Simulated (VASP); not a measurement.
# Ni2Ge in VASP: further runs

Ni2Ge is run at these levels: PBEsol; tasks: single point.

Program: VASP 6.6.1. These are calculated values, not measurements. Logs are shortened: lines on timing, memory, paths and dates and some standing lists are left out, and cuts for length are marked.

**1. The cell of the first run**

The structure is hexagonal, space group P6_3/mmc (No. 194). The conventional cell has a = 3.893 Å, b = 3.893 Å, c = 5.074 Å, α = 90.00°, β = 90.00°, γ = 120.00°. Within 3.0 Å of Ni (site symmetry -6m2) lie 5 Ge at 2.25 to 2.54 Å and 6 Ni at 2.58 Å. Within 3.3 Å of Ni (site symmetry -3m) lie 8 Ni at 2.54 to 2.58 Å and 6 Ge at 2.58 Å. Within 3.0 Å of Ge (site symmetry -6m2) lie 11 Ni at 2.25 to 2.58 Å.

**2. Single point, PBEsol (biaxial strain in the a-b plane: -2.0 %)**

File INCAR:

```
SYSTEM = Ni2Ge
PREC = Accurate ; ENCUT = 520
EDIFF = 1E-6 ; ISMEAR = 0
SIGMA = 0.1 ; LREAL = .False.
LASPH = .True. ; NELM = 100
ALGO = Fast ; ISIF = 2
LWAVE = .False. ; LCHARG = .False.
GGA = PS ; NBANDS = 43
```

File KPOINTS:

```
regular mesh
0
Gamma
  12 12 8
  0 0 0
```

File POSCAR:

```
Ni2Ge
1.0
    3.8925235836      0.0000000000      0.0000000000
   -1.9462617918      3.3710243083      0.0000000000
    0.0000000000      0.0000000000      5.0742281435
Ni Ge
4 2
Direct
    0.6666666667      0.3333333333      0.2500000000
    0.3333333333      0.6666666667      0.7500000000
    0.0000000000      0.0000000000      0.0000000000
    0.0000000000      0.0000000000      0.5000000000
    0.6666666667      0.3333333333      0.7500000000
    0.3333333333      0.6666666667      0.2500000000
```

Potentials or basis: VASP PAW PBE potentials, release 64 (Ni, Ge_d).

The run is started by

```bash
$ cat potpaw_PBE.64/Ni/POTCAR potpaw_PBE.64/Ge_d/POTCAR > POTCAR
$ mpirun -np 1 vasp_std > vasp.out
```

OUTCAR:

```text
SYSTEM = Ni2Ge
   PREC = Accurate
   ENCUT = 520
   EDIFF = 1E-6
   ISMEAR = 0
   LREAL = .False.
   LASPH = .True.
   NELM = 100
   ISIF = 2
   GGA = PS

 ion  position               nearest neighbor table
   1  0.667  0.333  0.250-   6 2.25   6 2.25   6 2.25   5 2.54   5 2.54   3 2.58   4 2.58   3 2.58
                             4 2.58   3 2.58   4 2.58
   2  0.333  0.667  0.750-   5 2.25   5 2.25   5 2.25   6 2.54   6 2.54   3 2.58   4 2.58   4 2.58
                             3 2.58   4 2.58   3 2.58
   3  0.000  0.000  0.000-   4 2.54   4 2.54   1 2.58   5 2.58   6 2.58   2 2.58   1 2.58   5 2.58
                             2 2.58   6 2.58   1 2.58   5 2.58   2 2.58   6 2.58
   4  0.000  0.000  0.500-   3 2.54   3 2.54   1 2.58   5 2.58   6 2.58   2 2.58   1 2.58   5 2.58
                             2 2.58   6 2.58   1 2.58   5 2.58   2 2.58   6 2.58
   5  0.667  0.333  0.750-   2 2.25   2 2.25   2 2.25   1 2.54   1 2.54   3 2.58   4 2.58   3 2.58
                             4 2.58   3 2.58   4 2.58
   6  0.333  0.667  0.250-   1 2.25   1 2.25   1 2.25   2 2.54   2 2.54   3 2.58   4 2.58   4 2.58
                             3 2.58   4 2.58   3 2.58

  LATTYP: Found a hexagonal cell.
 ALAT       =     3.8925235836
 C/A-ratio  =     1.3035831472

  Lattice vectors:

 A1 = (   3.8925235836,   0.0000000000,   0.0000000000)
 A2 = (  -1.9462617918,   3.3710243083,   0.0000000000)
 A3 = (   0.0000000000,   0.0000000000,   5.0742281435)

Analysis of symmetry for initial positions (statically):
=====================================================================
 Subroutine PRICEL returns:
 Original cell was already a primitive cell.

 Routine SETGRP: Setting up the symmetry group for a
 hexagonal supercell.

 Subroutine GETGRP returns: Found 24 space group operations
 (whereof 12 operations were pure point group operations)
 out of a pool of 24 trial point group operations.

The static configuration has the point symmetry D_3d.
 The point group associated with its full space group is D_6h.

Analysis of symmetry for dynamics (positions and initial velocities):
=====================================================================
 Subroutine PRICEL returns:
 Original cell was already a primitive cell.

 Routine SETGRP: Setting up the symmetry group for a
 hexagonal supercell.

 Subroutine GETGRP returns: Found 24 space group operations
 (whereof 12 operations were pure point group operations)
 out of a pool of 24 trial point group operations.

The dynamic configuration has the point symmetry D_3d.
 The point group associated with its full space group is D_6h.

 Subroutine INISYM returns: Found 24 space group operations
 (whereof 12 operations are pure point group operations),
 and found     1 'primitive' translations

----------------------------------------------------------------------------------------

                                     Primitive cell

  volume of cell :      66.5830

  direct lattice vectors                    reciprocal lattice vectors
     3.892523584  0.000000000  0.000000000     0.256902747  0.148322870  0.000000000
    -1.946261792  3.371024308  0.000000000     0.000000000  0.296645740  0.000000000
     0.000000000  0.000000000  5.074228144     0.000000000  0.000000000  0.197074308

  length of vectors
     3.892523584  3.892523584  5.074228144     0.296645740  0.296645740  0.197074308

  position of ions in fractional coordinates (direct lattice)
     0.666666667  0.333333333  0.250000000
     0.333333333  0.666666667  0.750000000
     0.000000000  0.000000000  0.000000000
     0.000000000  0.000000000  0.500000000
     0.666666667  0.333333333  0.750000000
     0.333333333  0.666666667  0.250000000

  ion indices of the primitive-cell ions
   primitive index   ion index
                 1           1
                 2           2
                 3           3
                 4           4
                 5           5
                 6           6

----------------------------------------------------------------------------------------

 KPOINTS: regular mesh

Automatic generation of k-mesh.
 Grid dimensions read from file:
 generate k-points for:   12   12    8

 Generating k-lattice:

  Cartesian coordinates                     Fractional coordinates (reciprocal lattice)
     0.021408562  0.012360239  0.000000000     0.083333333 -0.000000000  0.000000000
     0.000000000  0.024720478  0.000000000     0.000000000  0.083333333  0.000000000
     0.000000000  0.000000000  0.024634288     0.000000000  0.000000000  0.125000000

  Length of vectors
     0.024720478  0.024720478  0.024634288

  Shift w.r.t. Gamma in fractional coordinates (k-lattice)
     0.000000000  0.000000000  0.000000000

 Subroutine IBZKPT returns following result:
 ===========================================

 Found     95 irreducible k-points:

 Following reciprocal coordinates:
            Coordinates               Weight
  0.000000  0.000000  0.000000      1.000000
  0.083333 -0.000000  0.000000      6.000000
  0.166667 -0.000000  0.000000      6.000000
  0.250000  0.000000  0.000000      6.000000
  0.333333  0.000000  0.000000      6.000000
  0.416667 -0.000000  0.000000      6.000000
[... 16 lines left out ...]
  0.250000  0.000000  0.125000     12.000000
  0.333333  0.000000  0.125000     12.000000
 [... further k-points ...]
   k-points           NKPTS =     95   k-points in BZ     NKDIM =     95   number of bands    NBANDS=     43
   number of dos      NEDOS =    301   number of ions     NIONS =      6
   total plane-waves  NPLWV =  36000
   dimension x,y,z NGX =    30 NGY =   30 NGZ =   40
   dimension x,y,z NGXF=    60 NGYF=   60 NGZF=   80
   ions per type =               4   2
   NGX,Y,Z   is equivalent  to a cutoff of  12.81, 12.81, 13.11 a.u.
   NGXF,Y,Z  is equivalent  to a cutoff of  25.63, 25.63, 26.21 a.u.
 SYSTEM =  Ni2Ge
   PREC   = accura    normal or accurate (medium, high low for compatibility)
   ISTART =      0    job   : 0-new  1-cont  2-samecut
   ICHARG =      2    charge: 1-file 2-atom 10-const
   ISPIN  =      1    spin polarized calculation?
   LNONCOLLINEAR =      F non collinear calculations
   LSORBIT =      F    spin-orbit coupling
   LASPH  =      T    aspherical Exc in radial PAW
   ENCUT  =  520.0 eV  38.22 Ry    6.18 a.u.   7.24  7.24  9.43*2*pi/ulx,y,z
   NELM   =    100;   NELMIN=  2; NELMDL= -5     # of ELM steps
   EDIFF  = 0.1E-05   stopping-criterion for ELM
   LREAL  =      F    real-space projection
   EDIFFG = 0.1E-04   stopping-criterion for IOM
   NSW    =      0    number of steps for IOM
   IBRION =     -1    ionic relax: 0-MD 1-quasi-New 2-CG
   NFREE  =      0    steps in history (QN), initial steepest desc. (CG)
   ISIF   =      2    stress and relaxation
   ISYM   =      2    0-nonsym 1-usesym 2-fastsym
   POTIM  = 0.5000    time-step for ionic-motion
   TEBEG  =    0.0;   TEEND  =   0.0 temperature during run
   PSTRESS=    0.0 pullay stress
   NELECT =      68.0000    total number of electrons
   NUPDOWN=      -1.0000    fix difference up-down
   EMIN   =  10.00;   EMAX   =-10.00  energy-range for DOS
   EFERMI =   0.00;   METHOD = LEGACY
   ISMEAR =     0;   SIGMA  =   0.10  broadening in eV -4-tet -1-fermi 0-gaus
   EFERMI_NEDOS =   21; number of points for ismear=-14 and -15
   IALGO  =     68    algorithm
   IMIX   =      4    mixing-type and parameters
     AMIX     =   0.40;   BMIX     =  1.00
     AMIX_MAG =   1.60;   BMIX_MAG =  1.00
  volume/ion in A,a.u.               =      11.10        74.89
  Fermi-wavevector in a.u.,A,eV,Ry     =   1.648631  3.115461 36.980414  2.717984
  Thomas-Fermi vector in A             =   2.737888
   LORBIT       =      0    0 simple, 1 ext, 2 COOP (PROOUT), +10 PAW based schemes
   GGA     = PS    functional components
   LHFCALC =     F    Hartree Fock is set to
   AEXX    =    0.0000 exact exchange contribution
   IVDW    =     0    specifies the selected vdW correction
   LEPSILON=     F    determine dielectric tensor
   LRPA    =     F    only Hartree local field effects (RPA)
 non-spin polarized calculation
 RMM-DIIS sequential band-by-band and
 Gauss-broadening in eV      SIGMA  =   0.10
  energy-cutoff  :      520.00
  volume of cell :       66.58
 maximum number of plane-waves:      1819
 NGX is ok and might be reduce to    30
   NGX = 15   NGY = 15   NGZ = 19

 number of electron      68.0000014 magnetization

 Free energy of the ion-electron system (eV)
  ---------------------------------------------------
  ext. energy  EPLUGINS =         0.00000000
  ---------------------------------------------------
  free energy    TOTEN  =       -36.39507322 eV

  energy without entropy =      -36.37615824  energy(sigma->0) =      -36.38561573

 E-fermi :  10.7212     XC(G=0): -13.6717

 val. band max:       10.7194116569   @ k =   0.1667   0.0833   0.1250
 cond. band min:      10.7295684715   @ k =   0.1667   0.1667   0.3750
 fundamental gap:      0.0101568147
 Fermi energy:        10.7211767182

 k-point     1 :       0.0000    0.0000    0.0000
  band No.  band energies     occupation
      1     -14.0714      2.00000
      2     -14.0628      2.00000
      3     -14.0406      2.00000
      4     -14.0405      2.00000
      5     -14.0054      2.00000
      6     -14.0054      2.00000
[... 35 lines left out ...]
     42      15.5814      0.00000
     43      19.5341      0.00000

 k-point     2 :       0.0833   -0.0000    0.0000
  band No.  band energies     occupation
      1     -14.0709      2.00000
      2     -14.0625      2.00000
      3     -14.0409      2.00000
      4     -14.0402      2.00000
      5     -14.0062      2.00000
      6     -14.0057      2.00000
[... 35 lines left out ...]
     42      16.3451      0.00000
     43      19.0361      0.00000

 k-point     3 :       0.1667   -0.0000    0.0000
  band No.  band energies     occupation
      1     -14.0697      2.00000
      2     -14.0616      2.00000
      3     -14.0418      2.00000
      4     -14.0393      2.00000
      5     -14.0082      2.00000
      6     -14.0079      2.00000
[... 35 lines left out ...]
     42      17.9186      0.00000
     43      18.0464      0.00000

 k-point     4 :       0.2500    0.0000    0.0000
  band No.  band energies     occupation
      1     -14.0680      2.00000
      2     -14.0605      2.00000
      3     -14.0431      2.00000
      4     -14.0385      2.00000
      5     -14.0106      2.00000
      6     -14.0104      2.00000
[... 863 lines left out ...]
     42      17.5509      0.00000
     43      18.2094      0.00000

 k-point    23 :       0.2500    0.0000    0.1250
  band No.  band energies     occupation
      1     -14.0674      2.00000
      2     -14.0605      2.00000
      3     -14.0419      2.00000
      4     -14.0376      2.00000
      5     -14.0129      2.00000
      6     -14.0098      2.00000
[... 35 lines left out ...]
     42      18.0768      0.00000
     43      18.9650      0.00000

 k-point    24 :       0.3333    0.0000    0.1250
  band No.  band energies     occupation
      1     -14.0657      2.00000
      2     -14.0596      2.00000
      3     -14.0429      2.00000
      4     -14.0371      2.00000
      5     -14.0143      2.00000
      6     -14.0119      2.00000
[... 35 lines left out ...]
     42      18.4272      0.00000
     43      19.9565      0.00000

 [... further k-points ...]
[... 5 lines left out ...]
  --------------------------------------------------------------------------------------
  -------------------------------------------------------------------------------------
  Total        4.3046964      4.3046964      0.5094868      0.0000000      0.0000000      0.0000000
  in kB      103.5833584    103.5833584     12.2597152      0.0000000      0.0000000      0.0000000
  external PRESSURE =      73.1421440 kB  Pullay stress =       0.0000000 kB

 VOLUME and BASIS-vectors are now :
 -----------------------------------------------------------------------------
  energy-cutoff  :      520.00
  volume of cell :       66.58
      direct lattice vectors                 reciprocal lattice vectors
     3.892523584  0.000000000  0.000000000     0.256902747  0.148322870  0.000000000
    -1.946261792  3.371024308  0.000000000     0.000000000  0.296645740  0.000000000
     0.000000000  0.000000000  5.074228144     0.000000000  0.000000000  0.197074308

 POSITION                                       TOTAL-FORCE (eV/Angst)
 -----------------------------------------------------------------------------------
      1.94626      1.12367      1.26856        -0.000000      0.000000     -0.000000
     -0.00000      2.24735      3.80567         0.000000     -0.000000     -0.000000
      0.00000      0.00000      0.00000        -0.000000      0.000000     -0.000000
      0.00000      0.00000      2.53711        -0.000000      0.000000     -0.000000
      1.94626      1.12367      3.80567         0.000000     -0.000000     -0.000000
     -0.00000      2.24735      1.26856        -0.000000      0.000000      0.000000
 -----------------------------------------------------------------------------------
    total drift:                               -0.000000      0.000000      0.000000

  FREE ENERGIE OF THE ION-ELECTRON SYSTEM (eV)
  ---------------------------------------------------
  free  energy   TOTEN  =       -36.3950732188 eV

  energy  without entropy=      -36.3761582422  energy(sigma->0) =      -36.38561573
```

Run time: 3.6 min. Hardware: 1 thread of Intel Xeon 6975P-C (Granite Rapids), shared host; peak memory 0.34 GiB.

Results:

- Free energy: -36.3951 eV
- Pressure: 7.3 GPa
- Band gap on the k mesh: zero (bands 34 and 35 overlap by 3.22 eV)

Stress tensor (GPa, compression positive):
```
10.36  0.00  0.00
 0.00 10.36  0.00
 0.00  0.00  1.23
```

Caveat: the cell differs from its parent crystal (biaxial strain in the a-b plane: -2.0 %); the cell stands under pressure; the PAW data sets were made with another functional, which shifts forces and pressure a little. Spin polarisation is off, so any magnetic state and its effect on volume and gap are missing.

**3. Single point, PBEsol (biaxial strain in the a-b plane: -2.0 %, then relaxed in part)**

File INCAR:

```
PREC     = Accurate       # precision mode
ENCUT    = 520            # plane-wave cutoff, eV
EDIFF    = 1E-7           # SCF threshold, eV
ISMEAR   = 0              # smearing method
SIGMA    = 0.1            # smearing width, eV
LREAL    = False          # projectors in reciprocal space
LASPH    = True           # aspherical terms in the spheres
NELM     = 100            # most SCF steps
ALGO     = Fast           # electronic algorithm
ISIF     = 2              # what is computed and relaxed
LWAVE    = False          # write WAVECAR
LCHARG   = True           # write CHGCAR
GGA      = PS             # functional
LELF     = True           # ELF
LVHAR    = True         
NBANDS   = 43             # bands
```

File KPOINTS:

```
regular mesh
0
Gamma
  12 12 8
```

POSCAR: that of step 2 with these lines changed.

```diff
@@ -4,3 +4,3 @@
    -1.9462617918      3.3710243083      0.0000000000
-    0.0000000000      0.0000000000      5.0742281435
+    0.0000000000      0.0000000000      5.0947481247
 Ni Ge
```

Potentials or basis: VASP PAW PBE potentials, release 64 (Ni, Ge_d).

The run is started by

```bash
$ cat potpaw_PBE.64/Ni/POTCAR potpaw_PBE.64/Ge_d/POTCAR > POTCAR
$ mpirun -np 1 vasp_std > vasp.out
```

Wall time 4.3 min (1 thread of Intel Xeon 6975P-C (Granite Rapids), shared host); peak memory 0.33 GiB.

The run converged. Its results:

```
Free energy            : -36.3965 eV
Pressure               : 6.6 GPa
Band gap on the k mesh : zero (bands 34 and 35 overlap by 3.24 eV)
```

Stress tensor (GPa, compression positive):
```
9.89 0.00 0.00
0.00 9.89 0.00
0.00 0.00 0.12
```

Levels at points of the mesh, in eV from the Fermi level:
```
           k point  band 30  band 31  band 32  band 33  band 34  band 35  band 36  band 37  band 38  band 39
(0.00, 0.00, 0.00)    -1.15    -0.60    -0.60     0.04     2.61     3.00     3.00     3.19     3.19     3.35
(0.50, 0.00, 0.00)    -1.40    -1.37    -1.20    -1.01    -0.67    -0.58     0.72     1.86     3.36     3.61
(0.00, 0.00, 0.50)    -1.17    -1.17    -1.17     1.55     1.55     3.47     3.47     3.47     3.47     4.38
(0.50, 0.00, 0.50)    -1.55    -1.24    -1.24    -0.91    -0.91     0.94     0.94     2.81     2.81     5.92
```

Caveat: the cell differs from its parent crystal (biaxial strain in the a-b plane: -2.0 %, then relaxed in part); the cell stands under pressure; the PAW data sets were made with another functional, which shifts forces and pressure a little. Spin polarisation is off, so any magnetic state and its effect on volume and gap are missing.

(Part 1 of 2 ends here.)
